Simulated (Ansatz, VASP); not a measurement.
# One calculation of Si3C, two programs

```xyz
8
Lattice="-1.6599 -2.8750 0.0000 0.0000 0.0000 -5.5664 5.4453 -3.1438 0.0000" Properties=species:S:1:pos:R:3 pbc="T T T"
Si    1.6940   -0.9781   -5.0706
Si    4.0599   -4.2606   -5.3905
Si    3.2781   -1.8926   -2.6073
Si    0.1987   -2.0313   -2.2874
Si    3.7428   -4.0775   -3.1372
Si    3.5952   -2.0757   -0.3540
C     1.6700   -0.9642   -3.1008
C     0.2227   -2.0452   -0.3176
```

Alike in both runs: functional PBE; k mesh 12 × 8 × 8; occupations gaussian, width 0.01 eV; no spin polarisation.

Ansatz relaxed the structure, and its values are those at the end. VASP's run is a single point on that final structure, the one shown.

|  | VASP | Ansatz |
| --- | --- | --- |
| version | VASP 6.6.1 | Ansatz 0.2.0 |
| potentials or method | VASP PAW PBE potentials, release 64 (Si, C), cutoff 520 eV | scalar-relativistic, plane waves, PAW |
| valence electrons in the cell | 32 | 32 |

```tsv
	VASP	Ansatz	Ansatz less VASP
gap on the k mesh at the Fermi level (eV)	none	none	-
pressure (GPa)	-0.1	-0.1	+0.06
rms of the force components (eV/Å)	0.003	0.007	+0.0039
```

A gap of «none» marks a metal or a gap that the smearing closes. The functional is the same, so the differences come from potentials, cutoffs and numerics.
